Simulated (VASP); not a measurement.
# Y3N (Fm-3m) in VASP: further runs, part 3 of 3

VASP 6.6.1. Earlier steps stand in the parts before.

**6. Relaxation of cell and atoms, PBE**

This run uses another cell than the first one, of 23.32 Å³/atom.

INCAR reads:

```
SYSTEM = Y3N
ALGO     = Normal         ! electronic algorithm
EDIFF    = 1E-6           ! SCF threshold, eV
EDIFFG   = -0.01          ! ionic threshold
ENCUT    = 600            ! plane-wave cutoff, eV
GGA      = PE             ! functional
IBRION   = 2              ! ionic algorithm
ISIF     = 3              ! what is computed and relaxed
ISMEAR   = 0              ! smearing method
LASPH    = .True.         ! aspherical terms in the spheres
LCHARG   = .False.        ! write CHGCAR
LREAL    = .False.        ! projectors in reciprocal space
LWAVE    = .False.        ! write WAVECAR
NELM     = 60             ! most SCF steps
NSW      = 100            ! ionic steps
PREC     = Accurate       ! precision mode
SIGMA    = 0.1            ! smearing width, eV
```

KPOINTS reads:

```
k-points
0
Gamma
  12 12 12
  0 0 0
```

POSCAR reads:

```
Y3N
1.0
    0.0000000000      3.5998048697      3.5998048697
    3.5998048697      0.0000000000      3.5998048697
    3.5998048697      3.5998048697      0.0000000000
Y N
3 1
Direct
    0.2500000000      0.2500000000      0.2500000000
    0.7500000000      0.7500000000      0.7500000000
    0.5000000000      0.5000000000      0.5000000000
    0.0000000000      0.0000000000      0.0000000000
```

Potentials or basis: VASP PAW PBE potentials, release 64 (Y_sv, N).

Command:

```bash
$ cat potpaw_PBE.64/Y_sv/POTCAR potpaw_PBE.64/N/POTCAR > POTCAR
$ mpirun -np 1 vasp_std > vasp.out
```

OUTCAR:

```text
SYSTEM = Y3N
   EDIFF = 1E-6
   EDIFFG = -0.01
   ENCUT = 600
   GGA = PE
   IBRION = 2
   ISIF = 3
   ISMEAR = 0
   LASPH = .True.
   LREAL = .False.
   NELM = 60
   NSW = 100
   PREC = Accurate

 ion  position               nearest neighbor table
   1  0.250  0.250  0.250-   3 3.12   3 3.12   3 3.12   3 3.12   2 3.60   2 3.60   2 3.60   2 3.60
                             2 3.60   2 3.60
   2  0.750  0.750  0.750-   3 3.12   3 3.12   3 3.12   3 3.12   1 3.60   1 3.60   1 3.60   1 3.60
                             1 3.60   1 3.60
   3  0.500  0.500  0.500-   1 3.12   1 3.12   1 3.12   1 3.12   2 3.12   2 3.12   2 3.12   2 3.12

   4  0.000  0.000  0.000-

  LATTYP: Found a face centered cubic cell.
 ALAT       =     7.1996097394

  Lattice vectors:

 A1 = (   0.0000000000,   3.5998048697,   3.5998048697)
 A2 = (   3.5998048697,   0.0000000000,   3.5998048697)
 A3 = (   3.5998048697,   3.5998048697,   0.0000000000)

Analysis of symmetry for initial positions (statically):
=====================================================================
 Subroutine PRICEL returns:
 Original cell was already a primitive cell.

 Routine SETGRP: Setting up the symmetry group for a
 face centered cubic supercell.

 Subroutine GETGRP returns: Found 48 space group operations
 (whereof 48 operations were pure point group operations)
 out of a pool of 48 trial point group operations.

The static configuration has the point symmetry O_h .

Analysis of symmetry for dynamics (positions and initial velocities):
=====================================================================
 Subroutine PRICEL returns:
 Original cell was already a primitive cell.
[... 185 lines left out ...]
      1.79990      1.79990      1.79990         0.000000      0.000000     -0.000000
      5.39971      5.39971      5.39971        -0.000000     -0.000000     -0.000000
      3.59980      3.59980      3.59980         0.000000     -0.000000      0.000000
      0.00000      0.00000      0.00000         0.000000     -0.000000      0.000000
 -----------------------------------------------------------------------------------
    total drift:                               -0.000000     -0.000000      0.000000

  FREE ENERGIE OF THE ION-ELECTRON SYSTEM (eV)
  ---------------------------------------------------
  free  energy   TOTEN  =       -23.5342458415 eV

  energy  without entropy=      -23.5003134117  energy(sigma->0) =      -23.51727963

--------------------------------------- Ionic step        2  -------------------------------------------

 number of electron      37.9999999 magnetization

 Free energy of the ion-electron system (eV)
  ---------------------------------------------------
  ext. energy  EPLUGINS =         0.00000000
  ---------------------------------------------------
  free energy    TOTEN  =       -23.53432505 eV

  energy without entropy =      -23.50032041  energy(sigma->0) =      -23.51732273

 E-fermi :   3.7107     XC(G=0): -10.1213

 val. band max:        3.7068137471   @ k =  -0.4167   0.4167   0.0833
 cond. band min:       3.7132628704   @ k =   0.5000   0.0833   0.0000
 fundamental gap:      0.0064491233
 Fermi energy:         3.7107384211

 k-point     1 :       0.0000    0.0000    0.0000
  band No.  band energies     occupation
      1     -38.9640      2.00000
      2     -38.7657      2.00000
      3     -38.6475      2.00000
      4     -19.1814      2.00000
      5     -19.1814      2.00000
      6     -19.1814      2.00000
[... 613 lines left out ...]
     22       4.9141      0.00000
     23       5.1912      0.00000

 [... further k-points ...]

------------------------ aborting loop because EDIFF is reached ----------------------------------------

  FORCE on cell =-STRESS in cart. coord.  units (eV):
  Direction    XX          YY          ZZ          XY          YZ          ZX
  --------------------------------------------------------------------------------------
  -------------------------------------------------------------------------------------
  Total        0.0094406      0.0094406      0.0094406      0.0000000      0.0000000      0.0000000
  in kB        0.1617645      0.1617645      0.1617645      0.0000000      0.0000000      0.0000000
  external PRESSURE =       0.1617645 kB  Pullay stress =       0.0000000 kB

 VOLUME and BASIS-vectors are now :
 -----------------------------------------------------------------------------
  energy-cutoff  :      600.00
  volume of cell :       93.50
      direct lattice vectors                 reciprocal lattice vectors
     0.000000000  3.602455780  3.602455780    -0.138794209  0.138794209  0.138794209
     3.602455780  0.000000000  3.602455780     0.138794209 -0.138794209  0.138794209
     3.602455780  3.602455780  0.000000000     0.138794209  0.138794209 -0.138794209

 POSITION                                       TOTAL-FORCE (eV/Angst)
 -----------------------------------------------------------------------------------
      1.80123      1.80123      1.80123        -0.000000      0.000000      0.000000
      5.40368      5.40368      5.40368         0.000000     -0.000000     -0.000000
      3.60246      3.60246      3.60246         0.000000     -0.000000      0.000000
      3.60246      7.20491      3.60246         0.000000     -0.000000      0.000000
 -----------------------------------------------------------------------------------
    total drift:                               -0.000000     -0.000000      0.000000

  FREE ENERGIE OF THE ION-ELECTRON SYSTEM (eV)
  ---------------------------------------------------
  free  energy   TOTEN  =       -23.5343250532 eV

  energy  without entropy=      -23.5003204116  energy(sigma->0) =      -23.51732273

 reached required accuracy - stopping structural energy minimisation
```

OSZICAR:

```text
N       E                     dE             d eps       ncg     rms          rms(c)
DAV:   1     0.206907115072E+03    0.20691E+03   -0.21226E+04  3312   0.179E+03
DAV:   2    -0.304872950531E+01   -0.20996E+03   -0.20749E+03  3746   0.384E+02
[... 14 lines left out ...]
DAV:   1    -0.235355281553E+02   -0.12829E-02   -0.27820E-02  4513   0.105E+00    0.275E-01
DAV:   2    -0.235347518181E+02    0.77634E-03   -0.63911E-03  4603   0.403E-01    0.164E-01
DAV:   3    -0.235344371172E+02    0.31470E-03   -0.29385E-03  4805   0.194E-01    0.146E-01
DAV:   4    -0.235342654887E+02    0.17163E-03   -0.16438E-03  4877   0.155E-01    0.672E-02
DAV:   5    -0.235342964972E+02   -0.31009E-04   -0.80906E-05  4637   0.555E-02    0.390E-02
DAV:   6    -0.235343246299E+02   -0.28133E-04   -0.83326E-05  5883   0.362E-02    0.706E-03
DAV:   7    -0.235343250532E+02   -0.42330E-06   -0.66308E-06  4248   0.129E-02
   2 F= -.23534325E+02 E0= -.23517323E+02  d E =-.792116E-04
```

CONTCAR:

```text
Y3N
   1.00000000000000
     0.0000000000000000    3.6024557797036678    3.6024557797036678
     3.6024557797036678    0.0000000000000000    3.6024557797036678
     3.6024557797036678    3.6024557797036678    0.0000000000000000
  Y               N
     3     1
Direct
     0.2500000000000000    0.2500000000000000    0.2500000000000000
     0.7500000000000000    0.7500000000000000    0.7500000000000000
     0.5000000000000000    0.5000000000000000    0.5000000000000000
     1.0000000000000000    0.0000000000000000    1.0000000000000000

  0.00000000E+00  0.00000000E+00  0.00000000E+00
  0.00000000E+00  0.00000000E+00  0.00000000E+00
  0.00000000E+00  0.00000000E+00  0.00000000E+00
  0.00000000E+00  0.00000000E+00  0.00000000E+00
```

Run time: 7.5 min. Hardware: 1 thread of Intel Xeon 8259CL, shared host; peak memory 0.4 GiB.

Results:

```yaml
Free_energy: -23.5343 eV
Relaxed_volume: 23.38 Å³/atom
Relaxed_cell: a = 5.095 Å, b = 5.095 Å, c = 5.095 Å, α = 60.00°, β = 60.00°, γ = 60.00°
Space_group_after_relaxing_to_0.1_Å: Fm-3m (No. 225)
Energy_gained_by_relaxing: 0.0 meV/atom
Ionic_steps: 2
Pressure_after_relaxing: 0.0 GPa
Band_gap_on_the_k_mesh: zero (bands 19 and 20 overlap by 0.45 eV)
```

Final structure:
```
Y N
1.0
     0.00000    3.60246    3.60246
     3.60246    0.00000    3.60246
     3.60246    3.60246    0.00000
Y N
3 1
Direct
  0.25000 0.25000 0.25000
  0.75000 0.75000 0.75000
  0.50000 0.50000 0.50000
  0.00000 0.00000 0.00000
```

Levels at points of the mesh, in eV from the Fermi level:
```csv
k point,band 15,band 16,band 17,band 18,band 19,band 20,band 21,band 22,band 23
"(0.00, 0.00, 0.00)",-2.40,-2.40,-2.40,-1.33,-1.33,0.72,0.72,0.72,2.25
"(0.50, 0.00, 0.00)",-2.51,-2.51,-0.17,0.05,0.05,0.30,0.91,1.00,1.00
"(0.50, 0.50, 0.00)",-1.96,-1.96,-1.58,-1.28,0.27,0.34,0.34,0.46,1.60
```

**7. The runs side by side**

```csv
task,cell,k mesh,cutoff (eV),gap on the mesh (eV),pressure (GPa),relaxed volume (Å³/atom)
single point,"a = 4.557 Å, angles 60.0°, 4 atoms",6 × 6 × 6,520,none,22.4,-
single point,"a = 5.091 Å, angles 60.0°, 4 atoms",6 × 6 × 6,520,none,0.0,-
relaxation of cell and atoms,"relaxed from a = 4.557 Å, angles 60.0°, 4 atoms",6 × 6 × 6,600,none,-0.1,23.37
single point,"a = 5.101 Å, angles 60.0°, 4 atoms",12 × 12 × 12,520,none,-0.1,-
relaxation of cell and atoms,"relaxed from a = 5.091 Å, angles 60.0°, 4 atoms",12 × 12 × 12,600,none,0.0,23.38
```

Alike in all rows: level PBE; potentials or basis VASP PAW PBE potentials, release 64 (Y_sv, N); no spin polarisation; smearing gaussian 0.1 eV.

Caveats: the cell stands under pressure (at least some runs); the volume moved by over 15 % at a fixed basis, so the end points are rough (at least some runs).

Absolute energies hang on the potentials; compare differences alone.

The gap in the log of VASP goes by the Fermi energy; the results here count the filled bands.